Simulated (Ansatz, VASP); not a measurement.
**One calculation of Pt, two programs**

The input INCAR:

```
PREC = Accurate ; ENCUT = 520
EDIFF = 1E-6 ; ISMEAR = -1
SIGMA = 0.1 ; LREAL = F
LASPH = T ; NELM = 80
ALGO = Normal ; ISIF = 2
LWAVE = F ; LCHARG = F
GGA = CA ; NBANDS = 11
```

KPOINTS

```
regular mesh
0
Gamma
  17 17 17
```

Contents of POSCAR:

```
Pt
1.0
    2.4346290923      0.0000000000      0.0000000000
    0.0000000000      2.4346290923      0.0000000000
    0.0000000000      0.0000000000      2.4346290923
Pt
1
Direct
    0.0000000000      0.0000000000      0.0000000000
```

Input for Ansatz:

```yaml
crystal:
  lattice:
    - [2.4346290923, 0.0, 0.0]
    - [0.0, 2.4346290923, 0.0]
    - [0.0, 0.0, 2.4346290923]
  atoms:
    - { symbol: Pt, position: [0.0, 0.0, 0.0] }
kpoints:
  mp_grid: { grid: [17, 17, 17] }
scf:
  occupations: { method: fermi_dirac, width: 0.1 }
hamiltonian:
  xc: lda
  pseudopotentials: { kind: all_electron, lapw: { basis_error: 0.001 } }
output:
  forces: true
  stress: true
  eigenvalues: true
  populations: true
```

Change from the starting cell: volume scaled by 0.85, LAPW.

Alike in both runs: task single point; functional LDA; k mesh 17 × 17 × 17; occupations fermi-dirac, width 0.1 eV; no spin polarisation.

```csv
,VASP,Ansatz
version,VASP 6.6.1,Ansatz 0.2.0
potentials or method,"VASP PAW LDA potentials, release 64 (Pt), cutoff 520 eV","all-electron LAPW, scalar-relativistic"
```

|  | VASP | Ansatz | Ansatz less VASP |
| --- | --- | --- | --- |
| pressure (GPa) | 58.7 | 58.0 | -0.72 |

LDA's correlation is that of Perdew and Zunger in VASP and of Perdew and Wang (1992) in Ansatz. Both programs put the cell under a high pressure, so it lies far from rest at this level. Ansatz ran all-electron here, and VASP with PAW potentials.

Neither program's run includes spin-orbit coupling.
